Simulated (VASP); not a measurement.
# Cd2O: single point with PBE

Crystal: Cd2O.

```
CELL_PARAMETERS angstrom
0.00000 2.75805 2.75805
2.75805 0.00000 2.75805
2.75805 2.75805 0.00000
ATOMIC_POSITIONS crystal
Cd 0.25000 0.25000 0.25000
Cd 0.75000 0.75000 0.75000
O 0.50000 0.50000 0.50000
```

```json
{
 "Program": "VASP 6.6.1",
 "Task": "single point",
 "Functional": "PBE",
 "Potentials or basis": "VASP PAW PBE potentials, release 64 (Cd, O)",
 "Cutoff": "520 eV",
 "k mesh": "6 × 6 × 6, shifted",
 "Occupations": "methfessel-paxton, width 0.0164 eV",
 "Spin": "no spin polarisation",
 "Dipole correction": "no",
 "Further INCAR settings": "ALGO = Normal; EDIFF = 1e-07; NBANDS = 22; ISYM = 0"
}
```

```json
{
 "Pressure": "33.0 GPa",
 "Band gap on the k mesh": "0.22 eV (least direct gap 0.89 eV)"
}
```

Levels at points of the mesh, in eV from the valence-band top:
| k point | band 13 | band 14 | band 15 | band 16 | band 17 | band 18 |
| --- | --- | --- | --- | --- | --- | --- |
| (0.08, 0.08, 0.08) | -4.05 | -4.05 | -4.00 | 3.33 | 3.98 | 3.98 |

It took 10 min on 1 thread of AMD EPYC 7R43 64-Core Processor (Zen 3), on a shared host, peak memory 0.4 GiB.

Caveat: the cell stands under pressure; a shifted mesh leaves out Γ, where band edges can lie. A k mesh can miss the band edges.
